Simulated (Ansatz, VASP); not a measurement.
# Two plane-wave programs on W

File INCAR:

```
SYSTEM = W
PREC = Accurate
ENCUT = 520
EDIFF = 1E-7
ISMEAR = 0
SIGMA = 0.15
LREAL = .False.
LASPH = .True.
NELM = 80
ALGO = Fast
ISIF = 2
LWAVE = .False.
LCHARG = .False.
NBANDS = 13
```

Contents of KPOINTS:

```
regular mesh
0
Gamma
  20 20 20
  0 0 0
```

The input POSCAR:

```
W
1.0
    0.0000000000      2.1822500000      2.0300000000
    2.0300000000      0.0000000000      2.0300000000
    2.0300000000      2.1822500000      0.0000000000
W
1
Direct
    0.0000000000      0.0000000000      0.0000000000
```

Input for Ansatz:

```yaml
crystal:
  lattice:
    - [0.0, 2.18225, 2.03]
    - [2.03, 0.0, 2.03]
    - [2.03, 2.18225, 0.0]
  atoms:
    - { symbol: W, position: [0.0, 0.0, 0.0] }
basis:
  ecutwfc: 420
kpoints:
  mp_grid: { grid: [20, 20, 20] }
hamiltonian:
  xc: lda
scf:
  occupations: { method: gaussian, width: 0.15 }
output:
  forces: true
  stress: true
  eigenvalues: true
```

Change from the starting cell: strain +0.0750 x Voigt [0, 1, 0, 0, 0, 0], atoms carried along.

Alike in both runs: task single point; functional LDA; k mesh 20 × 20 × 20; occupations gaussian, width 0.15 eV; no spin polarisation.

|  | VASP | Ansatz |
| --- | --- | --- |
| version | VASP 6.6.1 | Ansatz 0.2.0 |
| potentials or method | VASP PAW LDA potentials, release 64 (W_sv), cutoff 520 eV | scalar-relativistic, plane waves, PAW |
| valence electrons in the cell | 14 | 14 |

|  | VASP | Ansatz | Ansatz less VASP |
| --- | --- | --- | --- |
| gap on the k mesh at the Fermi level (eV) | none | none | - |
| pressure (GPa) | -31.5 | -32.5 | -1.04 |
| traceless stress, the component that is largest in VASP (GPa) | 7.20 | 7.23 | +0.032 |

LDA's correlation is that of Perdew and Zunger in VASP and of Perdew and Wang (1992) in Ansatz. A gap of «none» marks a metal or a gap that the smearing closes. Both programs put the cell under strong tension, so it lies far from rest at this level.

Neither program's run includes spin-orbit coupling. Noted on VASP's run: the cell as given lies far from equilibrium.
